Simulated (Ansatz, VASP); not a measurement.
## CuO: VASP beside Ansatz

```xyz
2
Lattice="2.8363 0.0000 0.0000 -1.4182 2.4563 0.0000 0.0000 0.0000 2.7681" Properties=species:S:1:pos:R:3 pbc="T T T"
Cu    0.0000    0.0000    0.0000
O     1.4182    0.8188    1.3841
```

Alike in both runs: task single point; functional r2SCAN; k mesh 8 × 8 × 7; occupations gaussian, width 0.05 eV; collinear spin; Hubbard terms Cu d U = 4.0 eV.

|  | VASP | Ansatz |
| --- | --- | --- |
| version | VASP 6.6.1 | Ansatz 0.2.0 |
| potentials or method | VASP PAW PBE potentials, release 64 (Cu_sv_GW, O_h), cutoff 1480 eV | scalar-relativistic, plane waves, PAW |
| valence electrons in the cell | 25 | 25 |

|  | VASP | Ansatz | Ansatz less VASP |
| --- | --- | --- | --- |
| gap on the k mesh at the Fermi level (eV) | none | none | - |
| pressure (GPa) | -7.2 | -3.4 | +3.80 |
| traceless stress, the component that is largest in VASP (GPa) | -8.60 | -6.74 | +1.862 |
| rms of the force components (eV/Å) | 0.000 | 0.430 | +0.4301 |
| net moment per atom (μB) | 0.50 | 0.50 | 0.000 |
| size of the moment on the site where the two differ most (μB) | 0.34 | 0.53 | +0.186 |

VASP's potentials were made for PBE, not for r2SCAN. Site moments also hang on the region over which each program counts them. The programs project onto different local orbitals, so the same U acts differently, and such runs can settle in different states. Atom by atom the forces differ by 0.430 eV/Å (rms over components). A gap of «none» marks a metal or a gap that the smearing closes. Ansatz's warnings: filled band counts differ across k points, specified occupation not kept, stability check not made, symmetry narrowed by occupation matrices.
